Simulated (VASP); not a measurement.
**Hf2TaN4: single point with PBE**

Crystal: Hf2TaN4.

```xyz
7
Lattice="5.1375 -1.5825 -0.0226 5.1375 1.5825 -0.0226 -1.5267 0.0000 5.4190" Properties=species:S:1:pos:R:3 pbc="T T T"
Hf    1.9232    0.0000    1.2197
Hf    6.8251    0.0000    4.1540
Ta   -0.7633    0.0000    2.7095
N     0.1984    0.0000    4.5362
N     5.7726    0.0000    2.0746
N     8.5500    0.0000    0.8375
N     2.9757    0.0000    3.2991
```

The cell was generated, and may not be a known phase.

```
Program             : VASP 6.6.1
Task                : single point
Functional          : PBE
Potentials or basis : VASP PAW PBE potentials, release 64 (Hf_pv, Ta_pv, N)
Cutoff              : 520 eV
k mesh              : 10 × 10 × 6
Occupations         : gaussian, width 0.1 eV
Spin                : no spin polarisation
```

The pressure is -1.2 GPa. The largest force is 0.154 eV/Å. The band gap on the k mesh is zero (an odd number of electrons rules out a gap without spin polarisation).

Forces on the atoms (eV/Å):
```
Hf   0.050  0.000  0.006
Hf  -0.050  0.000 -0.006
Ta   0.000  0.000  0.000
N    0.131  0.000  0.082
N    0.139  0.000 -0.013
N   -0.131  0.000 -0.082
N   -0.139  0.000  0.013
```

Stress tensor (GPa, compression positive):
```
-1.12  0.00  0.17
 0.00 -1.27  0.00
 0.17  0.00 -1.16
```

Levels at points of the mesh, in eV from the Fermi level:
| k point | band 22 | band 23 | band 24 | band 25 | band 26 | band 27 | band 28 | band 29 | band 30 | band 31 |
| --- | --- | --- | --- | --- | --- | --- | --- | --- | --- | --- |
| (0.00, 0.00, 0.00) | -3.62 | -2.16 | -1.78 | -1.73 | -1.05 | 1.11 | 1.29 | 1.35 | 2.79 | 3.38 |
| (0.50, 0.00, 0.00) | -3.94 | -3.89 | -2.86 | -2.60 | 1.11 | 1.54 | 2.60 | 2.66 | 2.70 | 2.78 |
| (0.50, 0.50, 0.00) | -3.10 | -3.01 | -2.70 | -2.48 | -1.10 | 1.38 | 1.70 | 2.19 | 2.48 | 2.60 |
| (0.00, 0.00, 0.50) | -3.48 | -3.45 | -1.97 | -1.82 | -0.99 | 1.13 | 1.96 | 2.28 | 2.82 | 3.04 |
| (0.50, 0.00, 0.50) | -3.92 | -2.62 | -2.59 | -2.49 | -0.43 | 1.18 | 1.32 | 2.79 | 3.56 | 3.92 |
| (0.50, 0.50, 0.50) | -3.44 | -3.32 | -2.75 | -1.68 | -1.62 | 0.91 | 1.32 | 2.16 | 2.90 | 3.55 |

Run time: 5.1 min on 1 thread of Intel(R) Xeon(R) 6975P-C (Granite Rapids), on a shared host, peak memory 0.58 GiB.

Caveat: spin-orbit coupling is left out, which moves the levels of the heavy elements.
